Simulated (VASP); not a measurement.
# Re (P6/mmm) in VASP: further runs

The runs below take Re through single point, with r2SCAN.

Program: VASP 6.6.1. These are calculated values, not measurements. Logs are shortened: lines on timing, memory, paths and dates and some standing lists are left out, and cuts for length are marked.

## 1. The cell of the first run

It takes space group P6/mmm (No. 191, hexagonal). Conventional cell: a = 4.523 Å, b = 4.523 Å, c = 2.832 Å, α = 90.00°, β = 90.00°, γ = 120.00°. Within 3.7 Å of Re (site symmetry 6/mmm) lie 14 Re at 2.83 to 2.97 Å. Re (site symmetry -6m2) has 11 Re at 2.61 to 2.97 Å within 3.4 Å.

This isn't the form of Re at room conditions, which is hcp.

## 2. Single point, r2SCAN (16.72 Å³/atom)

Input file POSCAR:

```
Re
1.0
    4.5230936240      0.0000000000      0.0000000000
   -2.2615468120      3.9171139821      0.0000000000
    0.0000000000      0.0000000000      2.8318695144
Re
3
Direct
    1.0000000000      1.0000000000      0.0000000000
    0.3333333333      0.6666666667      0.5000000000
    0.6666666667      0.3333333333      0.5000000000
```

Input file INCAR.step1:

```
PREC = Accurate ; ENCUT = 550
ISMEAR = -1 ; SIGMA = 0.1
LREAL = False ; LASPH = True
NELM = 120 ; NBANDS = 30
GGA = PE ; ALGO = Normal
EDIFF = 1E-5 ; LWAVE = True
LCHARG = False ; GGA_COMPAT = False
```

Input file INCAR.step2:

```
PREC = Accurate ; ENCUT = 550
EDIFF = 1E-6 ; ISMEAR = -1
SIGMA = 0.1 ; LREAL = False
LASPH = True ; NELM = 120
ALGO = Normal ; ISIF = 2
LWAVE = False ; LCHARG = True
METAGGA = R2SCAN ; LMIXTAU = True
LELF = True ; LVHAR = True
NBANDS = 30 ; ISTART = 1
GGA_COMPAT = False
```

Input file KPOINTS:

```
regular mesh
0
Gamma
  10 10 13
```

Potentials or basis: VASP PAW PBE potentials, release 64 (Re_sv_GW).

Started as:

```console
$ cat potpaw_PBE.64/Re_sv_GW/POTCAR > POTCAR
$ cp INCAR.step1 INCAR
$ mpirun -np 1 vasp_std > vasp.out
$ cp INCAR.step2 INCAR
$ mpirun -np 1 vasp_std > vasp.out
```

OUTCAR:

```text
PREC = Accurate
   ENCUT = 550
   EDIFF = 1E-6
   ISMEAR = -1
   LREAL = False
   LASPH = True
   NELM = 120
   ISIF = 2
   METAGGA = R2SCAN
   ISTART = 1

 ion  position               nearest neighbor table
   1  0.000  0.000  0.000-   2 2.97   3 2.97   2 2.97   3 2.97   3 2.97   3 2.97   2 2.97   2 2.97
                             3 2.97   3 2.97   2 2.97   2 2.97
   2  0.333  0.667  0.500-   3 2.61   3 2.61   3 2.61   1 2.97   1 2.97   1 2.97   1 2.97   1 2.97
                             1 2.97
   3  0.667  0.333  0.500-   2 2.61   2 2.61   2 2.61   1 2.97   1 2.97   1 2.97   1 2.97   1 2.97
                             1 2.97

  LATTYP: Found a hexagonal cell.
 ALAT       =     4.5230936240
 C/A-ratio  =     0.6260912884

  Lattice vectors:

 A1 = (   4.5230936240,   0.0000000000,   0.0000000000)
 A2 = (  -2.2615468120,   3.9171139821,   0.0000000000)
 A3 = (   0.0000000000,   0.0000000000,   2.8318695144)

Analysis of symmetry for initial positions (statically):
=====================================================================
 Subroutine PRICEL returns:
 Original cell was already a primitive cell.

 Routine SETGRP: Setting up the symmetry group for a
 hexagonal supercell.

 Subroutine GETGRP returns: Found 24 space group operations
 (whereof 24 operations were pure point group operations)
 out of a pool of 24 trial point group operations.

The static configuration has the point symmetry D_6h.

Analysis of symmetry for dynamics (positions and initial velocities):
=====================================================================
 Subroutine PRICEL returns:
 Original cell was already a primitive cell.

 Routine SETGRP: Setting up the symmetry group for a
 hexagonal supercell.

 Subroutine GETGRP returns: Found 24 space group operations
 (whereof 24 operations were pure point group operations)
 out of a pool of 24 trial point group operations.

The dynamic configuration has the point symmetry D_6h.

 Subroutine INISYM returns: Found 24 space group operations
 (whereof 24 operations are pure point group operations),
 and found     1 'primitive' translations

----------------------------------------------------------------------------------------

                                     Primitive cell

  volume of cell :      50.1736

  direct lattice vectors                    reciprocal lattice vectors
[... 85 lines left out ...]
   LSORBIT =      F    spin-orbit coupling
   LASPH  =      T    aspherical Exc in radial PAW
   ENCUT  =  550.0 eV  40.42 Ry    6.36 a.u.   8.65  8.65  5.42*2*pi/ulx,y,z
   NELM   =    120;   NELMIN=  2; NELMDL=  0     # of ELM steps
   EDIFF  = 0.1E-05   stopping-criterion for ELM
   LREAL  =      F    real-space projection
   EDIFFG = 0.1E-04   stopping-criterion for IOM
   NSW    =      0    number of steps for IOM
   IBRION =     -1    ionic relax: 0-MD 1-quasi-New 2-CG
   NFREE  =      0    steps in history (QN), initial steepest desc. (CG)
   ISIF   =      2    stress and relaxation
   ISYM   =      2    0-nonsym 1-usesym 2-fastsym
   POTIM  = 0.5000    time-step for ionic-motion
   TEBEG  =    0.0;   TEEND  =   0.0 temperature during run
   PSTRESS=    0.0 pullay stress
   NELECT =      45.0000    total number of electrons
   NUPDOWN=      -1.0000    fix difference up-down
   EMIN   =  10.00;   EMAX   =-10.00  energy-range for DOS
   EFERMI =   0.00;   METHOD = LEGACY
   ISMEAR =    -1;   SIGMA  =   0.10  broadening in eV -4-tet -1-fermi 0-gaus
   EFERMI_NEDOS =   21; number of points for ismear=-14 and -15
   IALGO  =     38    algorithm
   IMIX   =      4    mixing-type and parameters
     AMIX     =   0.40;   BMIX     =  1.00
     AMIX_MAG =   1.60;   BMIX_MAG =  1.00
  volume/ion in A,a.u.               =      16.72       112.86
  Fermi-wavevector in a.u.,A,eV,Ry     =   1.578777  2.983455 33.913002  2.492535
  Thomas-Fermi vector in A             =   2.679256
   LORBIT       =      0    0 simple, 1 ext, 2 COOP (PROOUT), +10 PAW based schemes
   METAGGA = R2SCAN    functional components
   LHFCALC =     F    Hartree Fock is set to
   AEXX    =    0.0000 exact exchange contribution
   IVDW    =     0    specifies the selected vdW correction
   LEPSILON=     F    determine dielectric tensor
   LRPA    =     F    only Hartree local field effects (RPA)
 non-spin polarized calculation
  energy-cutoff  :      550.00
  volume of cell :       50.17
 maximum number of plane-waves:      1489
 NGX is ok and might be reduce to    36
   NGX = 17   NGY = 17   NGZ = 11

 number of electron      45.0000001 magnetization

 Free energy of the ion-electron system (eV)
  ---------------------------------------------------
  ext. energy  EPLUGINS =         0.00000000
  ---------------------------------------------------
  free energy    TOTEN  =      -161.18304383 eV

  energy without entropy =     -161.10347751  energy(sigma->0) =     -161.14326067

 E-fermi :  10.8430     XC(G=0): -14.7187

 val. band max:       10.8400517577   @ k =   0.5000   0.0000   0.2308
 cond. band min:      10.8513608605   @ k =   0.2000   0.1000   0.2308
 fundamental gap:      0.0113091028
 Fermi energy:        10.8430108537

 k-point     1 :       0.0000    0.0000    0.0000
  band No.  band energies     occupation
      1     -71.2210      2.00000
      2     -71.1557      2.00000
      3     -71.0719      2.00000
      4     -32.5868      2.00000
      5     -32.5868      2.00000
      6     -32.3379      2.00000
[... 781 lines left out ...]
     29      14.2513      0.00000
     30      15.0070      0.00000

 [... further k-points ...]

------------------------ aborting loop because EDIFF is reached ----------------------------------------

  FORCE on cell =-STRESS in cart. coord.  units (eV):
  Direction    XX          YY          ZZ          XY          YZ          ZX
  --------------------------------------------------------------------------------------
  -------------------------------------------------------------------------------------
  Total      -11.1319461    -11.1319461    -10.2064967      0.0000000      0.0000000      0.0000000
  in kB     -355.4730277   -355.4730277   -325.9209363      0.0000000      0.0000000      0.0000000
  external PRESSURE =    -345.6223306 kB  Pullay stress =       0.0000000 kB

 VOLUME and BASIS-vectors are now :
 -----------------------------------------------------------------------------
  energy-cutoff  :      550.00
  volume of cell :       50.17
      direct lattice vectors                 reciprocal lattice vectors
     4.523093624  0.000000000  0.000000000     0.221087619  0.127644996  0.000000000
    -2.261546812  3.917113982  0.000000000     0.000000000  0.255289993  0.000000000
     0.000000000  0.000000000  2.831869514     0.000000000  0.000000000  0.353123615

 POSITION                                       TOTAL-FORCE (eV/Angst)
 -----------------------------------------------------------------------------------
      0.00000      0.00000      0.00000         0.000000      0.000000      0.000000
     -0.00000      2.61141      1.41593         0.000000     -0.000000     -0.000000
      2.26155      1.30570      1.41593        -0.000000      0.000000      0.000000
 -----------------------------------------------------------------------------------
    total drift:                                0.000000     -0.000000     -0.000000

  FREE ENERGIE OF THE ION-ELECTRON SYSTEM (eV)
  ---------------------------------------------------
  free  energy   TOTEN  =      -161.1830438273 eV

  energy  without entropy=     -161.1034775103  energy(sigma->0) =     -161.14326067
```

OUTCAR.step1:

```text
PREC = Accurate
   ENCUT = 550
   ISMEAR = -1
   LREAL = False
   LASPH = True
   NELM = 120
[... 1019 lines left out ...]
      0.00000      0.00000      0.00000         0.000000      0.000000      0.000000
     -0.00000      2.61141      1.41593        -0.000000      0.000000     -0.000000
      2.26155      1.30570      1.41593         0.000000     -0.000000      0.000000
 -----------------------------------------------------------------------------------
    total drift:                                0.000000     -0.000000     -0.000000

  FREE ENERGIE OF THE ION-ELECTRON SYSTEM (eV)
  ---------------------------------------------------
  free  energy   TOTEN  =       -41.2571452690 eV

  energy  without entropy=      -41.1747540964  energy(sigma->0) =      -41.21594968
```

Wall time 5.4 min (1 thread of Intel Xeon Platinum 8488C (Sapphire Rapids), shared host); peak memory 0.28 GiB.

Results:

```
Free energy            : -161.1830 eV
Pressure               : -34.6 GPa
Band gap on the k mesh : zero (an odd number of electrons rules out a gap without spin polarisation)
```

Caveat: the cell stands under tension; the PAW data sets were made with another functional, which shifts forces and pressure a little; spin-orbit coupling is left out, which moves the levels of the heavy elements.

## 3. Single point, r2SCAN

This run uses another cell than the first one, of 14.93 Å³/atom.

Input file POSCAR:

```
Re
1.0
    4.3554152738      0.0000000000      0.0000000000
   -2.1777076369      3.7719002711      0.0000000000
    0.0000000000      0.0000000000      2.7268875601
Re
3
Direct
    1.0000000000      1.0000000000      0.0000000000
    0.3333333333      0.6666666667      0.5000000000
    0.6666666667      0.3333333333      0.5000000000
```

Input file INCAR.step1:

```
SYSTEM = Re
PREC = Accurate ; ENCUT = 550
ISMEAR = -1 ; SIGMA = 0.1
LREAL = .FALSE. ; LASPH = .TRUE.
NELM = 120 ; NBANDS = 30
GGA = PE ; ALGO = Normal
EDIFF = 1E-5 ; LWAVE = .TRUE.
LCHARG = .FALSE. ; GGA_COMPAT = .FALSE.
```

Input file INCAR.step2:

```
SYSTEM = Re
PREC = Accurate ; ENCUT = 550
EDIFF = 1E-6 ; ISMEAR = -1
SIGMA = 0.1 ; LREAL = .FALSE.
LASPH = .TRUE. ; NELM = 120
ALGO = Normal ; ISIF = 2
LWAVE = .FALSE. ; LCHARG = .FALSE.
METAGGA = R2SCAN ; LMIXTAU = .TRUE.
NBANDS = 30 ; ISTART = 1
GGA_COMPAT = .FALSE.
```

Input file KPOINTS:

```
Automatic mesh
0
G
  8 8 12
  0 0 0
```

Potentials or basis: VASP PAW PBE potentials, release 64 (Re_sv_GW).

Started as:

```console
$ cat potpaw_PBE.64/Re_sv_GW/POTCAR > POTCAR
$ cp INCAR.step1 INCAR
$ mpirun -np 1 vasp_std > vasp.out
$ cp INCAR.step2 INCAR
$ mpirun -np 1 vasp_std > vasp.out
```

Run time: 3.4 min. Hardware: 1 thread of Intel Xeon 6975P-C (Granite Rapids), shared host; peak memory 0.23 GiB.

Results (log left out):

- Free energy: -161.7942 eV
- Pressure: -2.1 GPa
- Band gap on the k mesh: zero (an odd number of electrons rules out a gap without spin polarisation)

Stress tensor (GPa, compression positive):
```
-2.08  0.00  0.00
 0.00 -2.08  0.00
 0.00  0.00 -2.19
```

Levels at points of the mesh, in eV from the Fermi level:
```csv
k point,band 18,band 19,band 20,band 21,band 22,band 23,band 24,band 25,band 26,band 27
"(0.00, 0.00, 0.00)",-2.99,-2.99,-1.99,-0.81,-0.81,0.14,0.14,0.15,0.15,4.57
"(0.50, 0.00, 0.00)",-3.75,-2.56,-1.88,-1.45,0.41,0.42,0.88,2.18,3.22,3.27
"(0.00, 0.00, 0.50)",-3.90,-0.98,-0.98,-0.84,-0.84,3.04,3.04,4.01,4.01,5.54
"(0.50, 0.00, 0.50)",-2.84,-2.30,-1.19,-0.93,-0.53,0.84,2.18,3.46,3.70,3.71
```

Caveat: the PAW data sets were made with another functional, which shifts forces and pressure a little; spin-orbit coupling is left out, which moves the levels of the heavy elements.

[end of part 1 of 2]
